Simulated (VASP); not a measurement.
# Sc (I4/mmm) in VASP: single point with LDA

Aim: the single point of Sc with LDA.

All numbers are computed with VASP 6.6.1; they aren't measurements. Logs are shortened: lines on timing, memory, paths and dates and some standing lists are left out, and cuts for length are marked.

**1. The cell of the first run**

The structure is tetragonal, space group I4/mmm (No. 139). Conventional cell: a = 2.970 Å, b = 2.970 Å, c = 4.541 Å, α = 90.00°, β = 90.00°, γ = 90.00°. Within 3.9 Å of Sc (site symmetry 4/mmm) lie 12 Sc at 2.97 to 3.09 Å.

**2. Single point, LDA (strain -0.0750 x Voigt [1, 1, 0, 0, 0, 0])**

INCAR reads:

```
PREC     = Accurate       # precision mode
ENCUT    = 520            # plane-wave cutoff, eV
EDIFF    = 1E-6           # SCF threshold, eV
ISMEAR   = 0              # smearing method
SIGMA    = 0.15           # smearing width, eV
LREAL    = F              # projectors in reciprocal space
LASPH    = T              # aspherical terms in the spheres
NELM     = 100            # most SCF steps
ALGO     = Normal         # electronic algorithm
ISIF     = 2              # what is computed and relaxed
LWAVE    = F              # write WAVECAR
LCHARG   = T              # write CHGCAR
LELF     = T              # ELF
LVHAR    = T            
NBANDS   = 12             # bands
```

KPOINTS reads:

```
regular mesh
0
Gamma
  18 18 18
```

POSCAR reads:

```
Sc
1.0
    0.0000000000      2.1002125000      2.2705000000
    2.1002125000      0.0000000000      2.2705000000
    2.1002125000      2.1002125000      0.0000000000
Sc
1
Direct
    0.0000000000      0.0000000000      0.0000000000
```

Potentials or basis: VASP PAW LDA potentials, release 64 (Sc_sv).

Command:

```console
> cat potpaw_LDA.64/Sc_sv/POTCAR > POTCAR
> mpirun -np 1 vasp_std > vasp.out
```

OUTCAR:

```text
PREC = Accurate
   ENCUT = 520
   EDIFF = 1E-6
   ISMEAR = 0
   LREAL = F
   LASPH = T
   NELM = 100
   ISIF = 2

 ion  position               nearest neighbor table
   1  0.000  0.000  0.000-

  LATTYP: Found a body centered tetragonal cell.
 ALAT       =     2.9701490014
 C/A-ratio  =     1.5288795269

  Lattice vectors:

 A1 = (  -2.1002125000,   0.0000000000,   2.2705000000)
 A2 = (   2.1002125000,   0.0000000000,   2.2705000000)
 A3 = (   0.0000000000,   2.1002125000,  -2.2705000000)

Analysis of symmetry for initial positions (statically):
=====================================================================
 Subroutine PRICEL returns:
 Original cell was already a primitive cell.

 Routine SETGRP: Setting up the symmetry group for a
 body centered tetragonal supercell.

 Subroutine GETGRP returns: Found 16 space group operations
 (whereof 16 operations were pure point group operations)
 out of a pool of 16 trial point group operations.

The static configuration has the point symmetry D_4h.

Analysis of symmetry for dynamics (positions and initial velocities):
=====================================================================
 Subroutine PRICEL returns:
 Original cell was already a primitive cell.

 Routine SETGRP: Setting up the symmetry group for a
 body centered tetragonal supercell.

 Subroutine GETGRP returns: Found 16 space group operations
 (whereof 16 operations were pure point group operations)
 out of a pool of 16 trial point group operations.

The dynamic configuration has the point symmetry D_4h.

 Subroutine INISYM returns: Found 16 space group operations
 (whereof 16 operations are pure point group operations),
 and found     1 'primitive' translations

----------------------------------------------------------------------------------------

                                     Primitive cell

  volume of cell :      20.0299

  direct lattice vectors                    reciprocal lattice vectors
     0.000000000  2.100212500  2.270500000    -0.238071148  0.238071148  0.220215811
     2.100212500  0.000000000  2.270500000     0.238071148 -0.238071148  0.220215811
     2.100212500  2.100212500  0.000000000     0.238071148  0.238071148 -0.220215811

  length of vectors
     3.092905235  3.092905235  2.970149001     0.402306781  0.402306781  0.402306781

  position of ions in fractional coordinates (direct lattice)
     0.000000000  0.000000000  0.000000000

  ion indices of the primitive-cell ions
   primitive index   ion index
                 1           1

----------------------------------------------------------------------------------------

 KPOINTS: regular mesh

Automatic generation of k-mesh.
 Grid dimensions read from file:
 generate k-points for:   18   18   18

 Generating k-lattice:

  Cartesian coordinates                     Fractional coordinates (reciprocal lattice)
    -0.013226175  0.013226175  0.012234212     0.055555556  0.000000000  0.000000000
     0.013226175 -0.013226175  0.012234212     0.000000000  0.055555556  0.000000000
     0.013226175  0.013226175 -0.012234212    -0.000000000 -0.000000000  0.055555556

  Length of vectors
     0.022350377  0.022350377  0.022350377

  Shift w.r.t. Gamma in fractional coordinates (k-lattice)
     0.000000000  0.000000000  0.000000000

 Subroutine IBZKPT returns following result:
 ===========================================

 Found    480 irreducible k-points:

 Following reciprocal coordinates:
            Coordinates               Weight
  0.000000  0.000000  0.000000      1.000000
  0.055556 -0.000000  0.000000      8.000000
  0.111111 -0.000000  0.000000      8.000000
  0.166667  0.000000  0.000000      8.000000
  0.222222  0.000000  0.000000      8.000000
  0.277778  0.000000  0.000000      8.000000
[... 16 lines left out ...]
 -0.277778  0.055556  0.000000      8.000000
 -0.222222  0.055556  0.000000      8.000000
 [... further k-points ...]
   k-points           NKPTS =    480   k-points in BZ     NKDIM =    480   number of bands    NBANDS=     12
   number of dos      NEDOS =    301   number of ions     NIONS =      1
   total plane-waves  NPLWV =  13824
   dimension x,y,z NGX =    24 NGY =   24 NGZ =   24
   dimension x,y,z NGXF=    48 NGYF=   48 NGZF=   48
   ions per type =               1
   NGX,Y,Z   is equivalent  to a cutoff of  12.90, 12.90, 13.43 a.u.
   NGXF,Y,Z  is equivalent  to a cutoff of  25.80, 25.80, 26.87 a.u.
 SYSTEM =  unknown system
   PREC   = accura    normal or accurate (medium, high low for compatibility)
   ISTART =      0    job   : 0-new  1-cont  2-samecut
   ICHARG =      2    charge: 1-file 2-atom 10-const
   ISPIN  =      1    spin polarized calculation?
   LNONCOLLINEAR =      F non collinear calculations
   LSORBIT =      F    spin-orbit coupling
   LASPH  =      T    aspherical Exc in radial PAW
   ENCUT  =  520.0 eV  38.22 Ry    6.18 a.u.   5.75  5.75  5.52*2*pi/ulx,y,z
   NELM   =    100;   NELMIN=  2; NELMDL= -5     # of ELM steps
   EDIFF  = 0.1E-05   stopping-criterion for ELM
   LREAL  =      F    real-space projection
   EDIFFG = 0.1E-04   stopping-criterion for IOM
   NSW    =      0    number of steps for IOM
   IBRION =     -1    ionic relax: 0-MD 1-quasi-New 2-CG
   NFREE  =      0    steps in history (QN), initial steepest desc. (CG)
   ISIF   =      2    stress and relaxation
   ISYM   =      2    0-nonsym 1-usesym 2-fastsym
   POTIM  = 0.5000    time-step for ionic-motion
   TEBEG  =    0.0;   TEEND  =   0.0 temperature during run
   PSTRESS=    0.0 pullay stress
   NELECT =      11.0000    total number of electrons
   NUPDOWN=      -1.0000    fix difference up-down
   EMIN   =  10.00;   EMAX   =-10.00  energy-range for DOS
   EFERMI =   0.00;   METHOD = LEGACY
   ISMEAR =     0;   SIGMA  =   0.15  broadening in eV -4-tet -1-fermi 0-gaus
   EFERMI_NEDOS =   21; number of points for ismear=-14 and -15
   IALGO  =     38    algorithm
   IMIX   =      4    mixing-type and parameters
     AMIX     =   0.40;   BMIX     =  1.00
     AMIX_MAG =   1.60;   BMIX_MAG =  1.00
  volume/ion in A,a.u.               =      20.03       135.17
  Fermi-wavevector in a.u.,A,eV,Ry     =   1.340643  2.533447 24.454064  1.797323
  Thomas-Fermi vector in A             =   2.468939
   LORBIT       =      0    0 simple, 1 ext, 2 COOP (PROOUT), +10 PAW based schemes
   GGA     = CA    functional components
   LHFCALC =     F    Hartree Fock is set to
   AEXX    =    0.0000 exact exchange contribution
   IVDW    =     0    specifies the selected vdW correction
   LEPSILON=     F    determine dielectric tensor
   LRPA    =     F    only Hartree local field effects (RPA)
 non-spin polarized calculation
 Gauss-broadening in eV      SIGMA  =   0.15
  energy-cutoff  :      520.00
  volume of cell :       20.03
 maximum number of plane-waves:       552
   NGX = 11   NGY = 11   NGZ = 11

 number of electron      10.9999999 magnetization

 Free energy of the ion-electron system (eV)
  ---------------------------------------------------
  ext. energy  EPLUGINS =         0.00000000
  ---------------------------------------------------
  free energy    TOTEN  =        -6.62990280 eV

  energy without entropy =       -6.61409835  energy(sigma->0) =       -6.62200058

 E-fermi :   4.8253     XC(G=0): -11.0267

 val. band max:        4.8247149288   @ k =   0.5000   0.2778   0.1111
 cond. band min:       4.8271734914   @ k =  -0.1111   0.2778   0.1667
 fundamental gap:      0.0024585625
 Fermi energy:         4.8252565049

 k-point     1 :       0.0000    0.0000    0.0000
  band No.  band energies     occupation
      1     -43.5129      2.00000
      2     -22.0811      2.00000
      3     -22.0714      2.00000
      4     -22.0714      2.00000
      5      -0.6229      2.00000
      6       6.1977      0.00000
      7       6.8644      0.00000
      8       6.8644      0.00000
      9       7.9657      0.00000
     10       8.7916      0.00000
     11      18.6983      0.00000
     12      21.6775      0.00000

 k-point     2 :       0.0556   -0.0000    0.0000
  band No.  band energies     occupation
      1     -43.5084      2.00000
      2     -22.1008      2.00000
      3     -22.0820      2.00000
      4     -22.0732      2.00000
      5      -0.5265      2.00000
      6       6.2074      0.00000
      7       6.8140      0.00000
      8       6.9033      0.00000
      9       7.9485      0.00000
     10       8.7521      0.00000
     11      18.8205      0.00000
     12      21.5255      0.00000

 k-point     3 :       0.1111   -0.0000    0.0000
  band No.  band energies     occupation
      1     -43.4954      2.00000
      2     -22.1746      2.00000
      3     -22.0949      2.00000
      4     -22.0785      2.00000
      5      -0.2447      2.00000
      6       6.1830      0.00000
      7       6.7143      0.00000
      8       7.0084      0.00000
      9       7.9259      0.00000
     10       8.6516      0.00000
     11      19.1134      0.00000
     12      20.6610      0.00000
[... 286 lines left out ...]
 k-point    23 :      -0.2778    0.0556    0.0000
  band No.  band energies     occupation
      1     -43.4108      2.00000
      2     -22.6290      2.00000
      3     -22.1874      2.00000
      4     -22.1020      2.00000
      5       1.7234      2.00000
      6       5.4007      0.00000
      7       6.4294      0.00000
      8       7.1809      0.00000
      9       8.5297      0.00000
     10       8.9608      0.00000
     11      16.2614      0.00000
     12      18.9893      0.00000

 k-point    24 :      -0.2222    0.0556    0.0000
  band No.  band energies     occupation
      1     -43.4365      2.00000
      2     -22.4944      2.00000
      3     -22.1622      2.00000
      4     -22.0911      2.00000
      5       1.0897      2.00000
      6       5.6207      0.00000
      7       6.5432      0.00000
      8       7.2707      0.00000
      9       8.3112      0.00000
     10       8.5583      0.00000
     11      17.4794      0.00000
     12      19.4251      0.00000

 [... further k-points ...]
[... 5 lines left out ...]
  --------------------------------------------------------------------------------------
  -------------------------------------------------------------------------------------
  Total        1.0974045      1.0974045      0.7241802      0.0000000      0.0000000      0.0000000
  in kB       87.7807582     87.7807582     57.9267608      0.0000000      0.0000000      0.0000000
  external PRESSURE =      77.8294257 kB  Pullay stress =       0.0000000 kB

 VOLUME and BASIS-vectors are now :
 -----------------------------------------------------------------------------
  energy-cutoff  :      520.00
  volume of cell :       20.03
      direct lattice vectors                 reciprocal lattice vectors
     0.000000000  2.100212500  2.270500000    -0.238071148  0.238071148  0.220215811
     2.100212500  0.000000000  2.270500000     0.238071148 -0.238071148  0.220215811
     2.100212500  2.100212500  0.000000000     0.238071148  0.238071148 -0.220215811

 POSITION                                       TOTAL-FORCE (eV/Angst)
 -----------------------------------------------------------------------------------
      0.00000      0.00000      0.00000         0.000000      0.000000      0.000000
 -----------------------------------------------------------------------------------
    total drift:                                0.000000      0.000000     -0.000000

  FREE ENERGIE OF THE ION-ELECTRON SYSTEM (eV)
  ---------------------------------------------------
  free  energy   TOTEN  =        -6.6299028045 eV

  energy  without entropy=       -6.6140983492  energy(sigma->0) =       -6.62200058
```

Run time: 39 s. Hardware: 1 thread of Intel Xeon Platinum 8488C (Sapphire Rapids), shared host; peak memory 0.22 GiB.

Results:

```
Free energy : -6.6299 eV
Pressure    : 7.8 GPa
```

Stress tensor (GPa, compression positive):
```
8.78 0.00 0.00
0.00 8.78 0.00
0.00 0.00 5.79
```

Caveat: the cell differs from its parent crystal (strain -0.0750 x Voigt [1, 1, 0, 0, 0, 0]).
